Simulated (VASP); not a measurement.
Here is a VASP 6.6.1 calculation.

The input INCAR:

```
SYSTEM = LiCl
PREC     = Accurate       ! precision mode
ENCUT    = 520            ! plane-wave cutoff, eV
EDIFF    = 1E-6           ! SCF threshold, eV
ISMEAR   = 0              ! smearing method
SIGMA    = 0.05           ! smearing width, eV
LREAL    = .FALSE.        ! projectors in reciprocal space
LASPH    = .TRUE.         ! aspherical terms in the spheres
NELM     = 60             ! most SCF steps
ALGO     = Normal         ! electronic algorithm
ISIF     = 2              ! what is computed and relaxed
LWAVE    = .FALSE.        ! write WAVECAR
LCHARG   = .TRUE.         ! write CHGCAR
GGA      = PE             ! functional
LELF     = .TRUE.         ! ELF
LVHAR    = .TRUE.       
NBANDS   = 12             ! bands
```

KPOINTS

```
regular mesh
0
G
  8 8 8
  0 0 0
```

File POSCAR:

```
LiCl
1.0
    1.0028528329      3.1518231890      3.1518231890
    3.1518231890      1.0028528329      3.1518231890
    3.1518231890      3.1518231890      1.0028528329
Li Cl
1 1
Direct
    0.0000000000      0.0000000000      0.0000000000
    0.5000000000      0.5000000000      0.5000000000
```

Potentials or basis: VASP PAW PBE potentials, release 64 (Li_sv, Cl).

The run is started by

```console
$ cat potpaw_PBE.64/Li_sv/POTCAR potpaw_PBE.64/Cl/POTCAR > POTCAR
$ mpirun -np 1 vasp_std > vasp.out
```

Predict the band gap on the k mesh.

0.93 eV, direct.

 A k mesh can miss the band edges.
